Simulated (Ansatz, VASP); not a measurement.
**Au in VASP and in Ansatz**

Contents of INCAR:

```
SYSTEM = Au
PREC = Accurate ; ENCUT = 520
EDIFF = 1E-6 ; ISMEAR = -1
SIGMA = 0.05 ; LREAL = .FALSE.
LASPH = .TRUE. ; NELM = 80
ALGO = Normal ; ISIF = 2
LWAVE = .FALSE. ; LCHARG = .FALSE.
NBANDS = 36
```

The input KPOINTS:

```
Automatic mesh
0
G
  13 9 1
  0 0 0
```

POSCAR

```
Au
1.0
    2.8626073067      0.0000000000      0.0000000000
    0.0000000000      4.0483380768      0.0000000000
    0.0000000000      0.0000000000     21.7252000000
Au
5
Direct
    0.0000000000      0.0000000000      0.3729601991
    0.5000000000      0.5000000000      0.4311897701
    0.0000000000      0.0000000000      0.5000000000
    0.5000000000      0.5000000000      0.5688102306
    0.0000000000      0.0000000000      0.6270398003
```

Input for Ansatz:

```yaml
crystal:
  lattice:
    - [2.8626073067, 0.0, 0.0]
    - [0.0, 4.0483380768, 0.0]
    - [0.0, 0.0, 21.7252]
  atoms:
    - { symbol: Au, position: [0.0, 0.0, 0.3729601991] }
    - { symbol: Au, position: [0.5, 0.5, 0.4311897701] }
    - { symbol: Au, position: [0.0, 0.0, 0.5] }
    - { symbol: Au, position: [0.5, 0.5, 0.5688102306] }
    - { symbol: Au, position: [0.0, 0.0, 0.6270398003] }
kpoints:
  mp_grid: { grid: [13, 9, 1] }
scf:
  occupations: { method: fermi_dirac, width: 0.05 }
hamiltonian:
  xc: lda
  pseudopotentials: { kind: paw }
output:
  forces: true
  stress: true
  eigenvalues: true
  core_levels:
    shells: { Au: ["4f"] }
    counted_from: fermi_level
    add_spin: false
```

Alike in both runs: task single point; functional LDA; k mesh 13 × 9 × 1; occupations fermi-dirac, width 0.05 eV; no spin polarisation.

|  | VASP | Ansatz |
| --- | --- | --- |
| version | VASP 6.6.1 | Ansatz 0.2.0 |
| potentials or method | VASP PAW LDA potentials, release 64 (Au) | PAW with Ansatz's default frozen-core files, scalar-relativistic |
| plane-wave cutoff (eV) | 520 | 420 |
| valence electrons in the cell | 55 | 95 |

|  | VASP | Ansatz | Ansatz less VASP |
| --- | --- | --- | --- |
| rms of the force components (eV/Å) | 0.015 | 0.000 | -0.0153 |

LDA's correlation is that of Perdew and Zunger in VASP and of Perdew and Wang (1992) in Ansatz. Atom by atom the forces differ by 0.015 eV/Å (rms over components). VASP's potentials hold 55 valence electrons a cell and Ansatz's 95, so a difference there can come from the potentials and not from the codes.

Neither program's run includes spin-orbit coupling.
